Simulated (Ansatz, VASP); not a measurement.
## SnS2 in VASP and in Ansatz

```
CELL_PARAMETERS angstrom
3.63900 0.00000 0.00000
-1.81950 3.15147 0.00000
0.00000 0.00000 5.86800
ATOMIC_POSITIONS crystal
Sn 0.00000 0.00000 0.00000
S 0.33333 0.66667 0.25000
S 0.66667 0.33333 0.75000
```

Alike in both runs: task single point; functional PBE; k mesh 6 × 6 × 2; no spin polarisation.

|  | VASP | Ansatz |
| --- | --- | --- |
| version | VASP 6.6.1 | Ansatz 0.2.0 |
| potentials or method | VASP PAW PBE potentials, release 64 (Sn_d, S) | plane waves, PAW |
| plane-wave cutoff (eV) | 500 | 420 |
| occupations | gaussian, width 0.01 eV | fixed |
| valence electrons in the cell | 26 | 26 |

```tsv
	VASP	Ansatz	Ansatz less VASP
gap on the k mesh at the Fermi level (eV)	1.52	1.50	-0.013
```

The k mesh is coarse, so the values compare programs but aren't converged.
